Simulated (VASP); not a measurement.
# Sn (P6_3/mmc) in VASP: a series of runs, part 2 of 2

VASP 6.6.1. The steps go on from the part before.

### 4 Single point, PBE (22.18 Å³/atom)

This run uses another cell than the first one, of 22.18 Å³/atom.

Input file INCAR:

```
SYSTEM = Sn
ALGO = Normal
EDIFF = 1E-7
ENCUT = 520
GGA = PE
ISIF = 2
ISMEAR = -1
LASPH = .TRUE.
LCHARG = .TRUE.
LELF = .TRUE.
LREAL = .FALSE.
LVHAR = .TRUE.
LWAVE = .FALSE.
NBANDS = 21
NELM = 60
PREC = Accurate
SIGMA = 0.05
```

Input file KPOINTS:

```
k-points
0
G
  13 13 7
  0 0 0
```

Input file POSCAR:

```
Sn
1.0
    3.1706627878      0.0000000000      0.0000000000
   -1.5853313939      2.7458745210      0.0000000000
    0.0000000000      0.0000000000      5.0953260430
Sn
2
Direct
    0.3333333333      0.6666666667      0.2500000000
    0.6666666667      0.3333333333      0.7500000000
```

Potentials or basis: VASP PAW PBE potentials, release 64 (Sn_d).

Launch:

```bash
cat potpaw_PBE.64/Sn_d/POTCAR > POTCAR
mpirun -np 1 vasp_std > vasp.out
```

OUTCAR:

```text
SYSTEM = Sn
   EDIFF = 1E-7
   ENCUT = 520
   GGA = PE
   ISIF = 2
   ISMEAR = -1
   LASPH = .TRUE.
   LREAL = .FALSE.
   NELM = 60
   PREC = Accurate

 ion  position               nearest neighbor table
   1  0.333  0.667  0.250-   2 3.14   2 3.14   2 3.14   2 3.14   2 3.14   2 3.14
   2  0.667  0.333  0.750-   1 3.14   1 3.14   1 3.14   1 3.14   1 3.14   1 3.14

  LATTYP: Found a hexagonal cell.
 ALAT       =     3.1706627878
 C/A-ratio  =     1.6070223748

  Lattice vectors:

 A1 = (   3.1706627878,   0.0000000000,   0.0000000000)
 A2 = (  -1.5853313939,   2.7458745210,   0.0000000000)
 A3 = (   0.0000000000,   0.0000000000,   5.0953260430)

Analysis of symmetry for initial positions (statically):
=====================================================================
 Subroutine PRICEL returns:
 Original cell was already a primitive cell.

 Routine SETGRP: Setting up the symmetry group for a
 hexagonal supercell.

 Subroutine GETGRP returns: Found 24 space group operations
 (whereof 12 operations were pure point group operations)
 out of a pool of 24 trial point group operations.

The static configuration has the point symmetry D_3d.
 The point group associated with its full space group is D_6h.

Analysis of symmetry for dynamics (positions and initial velocities):
=====================================================================
 Subroutine PRICEL returns:
 Original cell was already a primitive cell.

 Routine SETGRP: Setting up the symmetry group for a
 hexagonal supercell.

 Subroutine GETGRP returns: Found 24 space group operations
 (whereof 12 operations were pure point group operations)
 out of a pool of 24 trial point group operations.

The dynamic configuration has the point symmetry D_3d.
 The point group associated with its full space group is D_6h.

 Subroutine INISYM returns: Found 24 space group operations
 (whereof 12 operations are pure point group operations),
 and found     1 'primitive' translations

----------------------------------------------------------------------------------------

                                     Primitive cell

  volume of cell :      44.3611

  direct lattice vectors                    reciprocal lattice vectors
     3.170662788  0.000000000  0.000000000     0.315391471  0.182091351  0.000000000
    -1.585331394  2.745874521  0.000000000     0.000000000  0.364182701  0.000000000
     0.000000000  0.000000000  5.095326043     0.000000000  0.000000000  0.196258295

  length of vectors
     3.170662788  3.170662788  5.095326043     0.364182701  0.364182701  0.196258295

  position of ions in fractional coordinates (direct lattice)
     0.333333333  0.666666667  0.250000000
     0.666666667  0.333333333  0.750000000

  ion indices of the primitive-cell ions
   primitive index   ion index
                 1           1
                 2           2

----------------------------------------------------------------------------------------

 KPOINTS: k-points

Automatic generation of k-mesh.
 Grid dimensions read from file:
 generate k-points for:   13   13    7

 Generating k-lattice:

  Cartesian coordinates                     Fractional coordinates (reciprocal lattice)
     0.024260882  0.014007027  0.000000000     0.076923077  0.000000000  0.000000000
     0.000000000  0.028014054  0.000000000     0.000000000  0.076923077  0.000000000
     0.000000000  0.000000000  0.028036899     0.000000000  0.000000000  0.142857143

  Length of vectors
     0.028014054  0.028014054  0.028036899

  Shift w.r.t. Gamma in fractional coordinates (k-lattice)
     0.000000000  0.000000000  0.000000000

 Subroutine IBZKPT returns following result:
 ===========================================

 Found     84 irreducible k-points:

 Following reciprocal coordinates:
            Coordinates               Weight
  0.000000  0.000000  0.000000      1.000000
  0.076923  0.000000  0.000000      6.000000
  0.153846  0.000000  0.000000      6.000000
  0.230769  0.000000  0.000000      6.000000
  0.307692  0.000000  0.000000      6.000000
  0.384615 -0.000000  0.000000      6.000000
[... 16 lines left out ...]
  0.076923  0.000000  0.142857     12.000000
  0.153846  0.000000  0.142857     12.000000
 [... further k-points ...]
   k-points           NKPTS =     84   k-points in BZ     NKDIM =     84   number of bands    NBANDS=     21
   number of dos      NEDOS =    301   number of ions     NIONS =      2
   total plane-waves  NPLWV =  23040
   dimension x,y,z NGX =    24 NGY =   24 NGZ =   40
   dimension x,y,z NGXF=    48 NGYF=   48 NGZF=   80
   ions per type =               2
   NGX,Y,Z   is equivalent  to a cutoff of  12.58, 12.58, 13.05 a.u.
   NGXF,Y,Z  is equivalent  to a cutoff of  25.17, 25.17, 26.10 a.u.
 SYSTEM =  Sn
   PREC   = accura    normal or accurate (medium, high low for compatibility)
   ISTART =      0    job   : 0-new  1-cont  2-samecut
   ICHARG =      2    charge: 1-file 2-atom 10-const
   ISPIN  =      1    spin polarized calculation?
   LNONCOLLINEAR =      F non collinear calculations
   LSORBIT =      F    spin-orbit coupling
   LASPH  =      T    aspherical Exc in radial PAW
   ENCUT  =  520.0 eV  38.22 Ry    6.18 a.u.   5.90  5.90  9.47*2*pi/ulx,y,z
   NELM   =     60;   NELMIN=  2; NELMDL= -5     # of ELM steps
   EDIFF  = 0.1E-06   stopping-criterion for ELM
   LREAL  =      F    real-space projection
   EDIFFG = 0.1E-05   stopping-criterion for IOM
   NSW    =      0    number of steps for IOM
   IBRION =     -1    ionic relax: 0-MD 1-quasi-New 2-CG
   NFREE  =      0    steps in history (QN), initial steepest desc. (CG)
   ISIF   =      2    stress and relaxation
   ISYM   =      2    0-nonsym 1-usesym 2-fastsym
   POTIM  = 0.5000    time-step for ionic-motion
   TEBEG  =    0.0;   TEEND  =   0.0 temperature during run
   PSTRESS=    0.0 pullay stress
   NELECT =      28.0000    total number of electrons
   NUPDOWN=      -1.0000    fix difference up-down
   EMIN   =  10.00;   EMAX   =-10.00  energy-range for DOS
   EFERMI =   0.00;   METHOD = LEGACY
   ISMEAR =    -1;   SIGMA  =   0.05  broadening in eV -4-tet -1-fermi 0-gaus
   EFERMI_NEDOS =   21; number of points for ismear=-14 and -15
   IALGO  =     38    algorithm
   IMIX   =      4    mixing-type and parameters
     AMIX     =   0.40;   BMIX     =  1.00
     AMIX_MAG =   1.60;   BMIX_MAG =  1.00
  volume/ion in A,a.u.               =      22.18       149.68
  Fermi-wavevector in a.u.,A,eV,Ry     =   1.404300  2.653742 26.831489  1.972059
  Thomas-Fermi vector in A             =   2.526876
   LORBIT       =      0    0 simple, 1 ext, 2 COOP (PROOUT), +10 PAW based schemes
   GGA     = PE    functional components
[... 5 lines left out ...]
 non-spin polarized calculation
  energy-cutoff  :      520.00
  volume of cell :       44.36
 maximum number of plane-waves:      1212
 NGX is ok and might be reduce to    24
   NGX = 11   NGY = 11   NGZ = 19

 number of electron      28.0000007 magnetization

 Free energy of the ion-electron system (eV)
  ---------------------------------------------------
  ext. energy  EPLUGINS =         0.00000000
  ---------------------------------------------------
  free energy    TOTEN  =        -7.06302974 eV

  energy without entropy =       -7.05352994  energy(sigma->0) =       -7.05827984

 E-fermi :  10.8861     XC(G=0): -11.3569

 val. band max:       10.8426924544   @ k =   0.2308   0.0769   0.4286
 cond. band min:      10.9244517793   @ k =   0.3077   0.3077   0.0000
 fundamental gap:      0.0817593249
 Fermi energy:        10.8860778628

 k-point     1 :       0.0000    0.0000    0.0000
  band No.  band energies     occupation
      1     -10.9152      2.00000
      2     -10.8814      2.00000
      3     -10.8628      2.00000
      4     -10.8628      2.00000
      5     -10.8392      2.00000
      6     -10.8392      2.00000
[... 13 lines left out ...]
     20      21.1379      0.00000
     21      23.8801      0.00000

 k-point     2 :       0.0769    0.0000    0.0000
  band No.  band energies     occupation
      1     -10.9132      2.00000
      2     -10.8882      2.00000
      3     -10.8495      2.00000
      4     -10.8487      2.00000
      5     -10.8353      2.00000
      6     -10.8256      2.00000
[... 13 lines left out ...]
     20      21.7672      0.00000
     21      22.9018      0.00000
[... 487 lines left out ...]
      5     -10.8410      2.00000
      6     -10.8312      2.00000
[... 13 lines left out ...]
     20      21.6204      0.00000
     21      23.1834      0.00000

 k-point    24 :       0.1538    0.0000    0.1429
  band No.  band energies     occupation
      1     -10.9300      2.00000
      2     -10.8769      2.00000
      3     -10.8626      2.00000
      4     -10.8395      2.00000
      5     -10.8295      2.00000
      6     -10.7934      2.00000
[... 13 lines left out ...]
     20      21.6737      0.00000
     21      22.0920      0.00000

 [... further k-points ...]
[... 5 lines left out ...]
  --------------------------------------------------------------------------------------
  -------------------------------------------------------------------------------------
  Total        4.9651913      4.9651913      4.9575790      0.0000000      0.0000000      0.0000000
  in kB      179.3262418    179.3262418    179.0513105      0.0000000      0.0000000      0.0000000
  external PRESSURE =     179.2345980 kB  Pullay stress =       0.0000000 kB

 VOLUME and BASIS-vectors are now :
 -----------------------------------------------------------------------------
  energy-cutoff  :      520.00
  volume of cell :       44.36
      direct lattice vectors                 reciprocal lattice vectors
     3.170662788  0.000000000  0.000000000     0.315391471  0.182091351  0.000000000
    -1.585331394  2.745874521  0.000000000     0.000000000  0.364182701  0.000000000
     0.000000000  0.000000000  5.095326043     0.000000000  0.000000000  0.196258295

 POSITION                                       TOTAL-FORCE (eV/Angst)
 -----------------------------------------------------------------------------------
     -0.00000      1.83058      1.27383        -0.000000     -0.000000      0.000000
      1.58533      0.91529      3.82149         0.000000      0.000000      0.000000
 -----------------------------------------------------------------------------------
    total drift:                               -0.000000      0.000000      0.000000

  FREE ENERGIE OF THE ION-ELECTRON SYSTEM (eV)
  ---------------------------------------------------
  free  energy   TOTEN  =        -7.0630297400 eV

  energy  without entropy=       -7.0535299376  energy(sigma->0) =       -7.05827984
```

OSZICAR:

```text
N       E                     dE             d eps       ncg     rms          rms(c)
DAV:   1     0.219349327055E+03    0.21935E+03   -0.14735E+04  3674   0.228E+03
DAV:   2     0.146224977809E+02   -0.20473E+03   -0.20008E+03  3563   0.460E+02
DAV:   3    -0.651739310049E+01   -0.21140E+02   -0.20937E+02  4070   0.130E+02
DAV:   4    -0.709302516111E+01   -0.57563E+00   -0.57530E+00  4082   0.238E+01
DAV:   5    -0.711281342683E+01   -0.19788E-01   -0.19788E-01  4707   0.429E+00    0.275E+00
DAV:   6    -0.707825028893E+01    0.34563E-01   -0.33842E-02  4882   0.270E+00    0.152E+00
DAV:   7    -0.706358231471E+01    0.14668E-01   -0.19426E-02  4891   0.210E+00    0.157E-01
DAV:   8    -0.706302057059E+01    0.56174E-03   -0.17784E-03  4769   0.599E-01    0.261E-02
DAV:   9    -0.706302785729E+01   -0.72867E-05   -0.43202E-05  4751   0.528E-02    0.148E-02
DAV:  10    -0.706302938183E+01   -0.15245E-05   -0.46977E-06  4916   0.275E-02    0.198E-03
DAV:  11    -0.706302988384E+01   -0.50202E-06   -0.30734E-07  3565   0.837E-03    0.294E-04
DAV:  12    -0.706302966417E+01    0.21967E-06   -0.34237E-08  2479   0.212E-03    0.289E-04
DAV:  13    -0.706302973997E+01   -0.75796E-07   -0.81790E-09  2359   0.112E-03
   1 F= -.70630297E+01 E0= -.70582798E+01  d E =-.949980E-02
```

stdout:

```text
POSCAR found type information on POSCAR Sn
 POSCAR found :  1 types and       2 ions
 scaLAPACK will be used
 LDA part: xc-table for (Slater+PW92), standard interpolation
 POSCAR, INCAR and KPOINTS ok, starting setup
 FFT: planning ... GRIDC
 FFT: planning ... GRID_SOFT
 FFT: planning ... GRID
 WAVECAR not read
 entering main loop
```

Run time: 48 s. Hardware: 1 thread of Intel Xeon Platinum 8488C (Sapphire Rapids), shared host; peak memory 0.19 GiB.

Results:

* Free energy: -7.0630 eV
* Pressure: 17.9 GPa
* Band gap on the k mesh: zero (bands 14 and 15 overlap by 9.46 eV)

Caveat: the cell stands under pressure; spin-orbit coupling is left out, which moves the levels of the heavy elements.

### 5 Single point, PBE (22.18 Å³/atom)

This run uses another cell than the first one, of 22.18 Å³/atom.

Input file INCAR:

```
ALGO = Normal
EDIFF = 1E-6
ENCUT = 520
GGA = PE
ISIF = 2
ISMEAR = -1
LASPH = True
LCHARG = True
LELF = True
LREAL = False
LVHAR = True
LWAVE = False
NBANDS = 21
NELM = 100
PREC = Accurate
SIGMA = 0.05
```

Input file KPOINTS:

```
k-points
0
Gamma
  13 13 7
```

POSCAR is that of step 4.

Launch:

```bash
cat potpaw_PBE.64/Sn_d/POTCAR > POTCAR
mpirun -np 1 vasp_std > vasp.out
```

Run time: 38 s. Hardware: 1 thread of Intel Xeon Platinum 8488C (Sapphire Rapids), shared host; peak memory 0.2 GiB.

It converged, with:

```yaml
Free_energy: -7.0630 eV
Pressure: 17.9 GPa
Band_gap_on_the_k_mesh: zero (bands 14 and 15 overlap by 9.46 eV)
```

Levels at points of the mesh, in eV from the Fermi level:
| k point | band 10 | band 11 | band 12 | band 13 | band 14 | band 15 | band 16 | band 17 | band 18 | band 19 |
| --- | --- | --- | --- | --- | --- | --- | --- | --- | --- | --- |
| (0.00, 0.00, 0.00) | -21.50 | -12.82 | -6.98 | -5.79 | 6.70 | 6.70 | 8.86 | 8.86 | 9.95 | 10.05 |

Caveat: the cell stands under pressure; spin-orbit coupling is left out, which moves the levels of the heavy elements.
